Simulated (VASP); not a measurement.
Set up this calculation in VASP 6.6.1, as the native input.

- Task: single point
- Functional: PBE
- Potentials or basis: VASP PAW PBE potentials, release 64 (Sn_d, O)
- Cutoff: 520 eV
- k mesh: 4 × 4 × 6
- Occupations: fermi-dirac, width 0.05 eV
- Spin: no spin polarisation
- Dipole correction: no
- Further INCAR settings: ALGO = Normal; EDIFF = 1e-07; NBANDS = 35

The structure of SnO2 lies in POSCAR:

```
SnO2
1.0
    4.5818449681      0.0000000000      0.0000000000
    0.0000000000      4.5818449681      0.0000000000
    0.0000000000      0.0000000000      3.1626539633
Sn O
2 4
Direct
    0.0000000000      0.0000000000      0.0000000000
    0.5000000000      0.5000000000      0.5000000000
    0.3052588556      0.3052588556      0.0000000000
    0.1947411444      0.8052588556      0.5000000000
    0.6947411444      0.6947411444      0.0000000000
    0.8052588556      0.1947411444      0.5000000000
```

These files were run (other wordings do the same):

INCAR

```
  PREC = Accurate
  ENCUT = 520
  EDIFF = 1E-7
  ISMEAR = -1
  SIGMA = 0.05
  LREAL = F
  LASPH = T
  NELM = 100
  ALGO = Normal
  ISIF = 2
  LWAVE = F
  LCHARG = T
  GGA = PE
  LELF = T
  LVHAR = T
  NBANDS = 35
```

KPOINTS

```
regular mesh
0
Gamma
  4 4 6
```

Potentials or basis: VASP PAW PBE potentials, release 64 (Sn_d, O).

The run is started by

```bash
$ cat potpaw_PBE.64/Sn_d/POTCAR potpaw_PBE.64/O/POTCAR > POTCAR
$ mpirun -np 1 vasp_std > vasp.out
```

Results of the run:

| Property | Result |
| --- | --- |
| Pressure | 30.9 GPa |
| Largest force | 0.014 eV/Å |
| Band gap on the k mesh | 2.08 eV |

Caveat: the cell stands under pressure; spin-orbit coupling is left out, which moves the levels of the heavy elements.

It took 33 s on 1 thread of AMD EPYC 9R45 96-Core Processor (Zen 5), with other jobs on the host, peak memory 0.16 GiB.
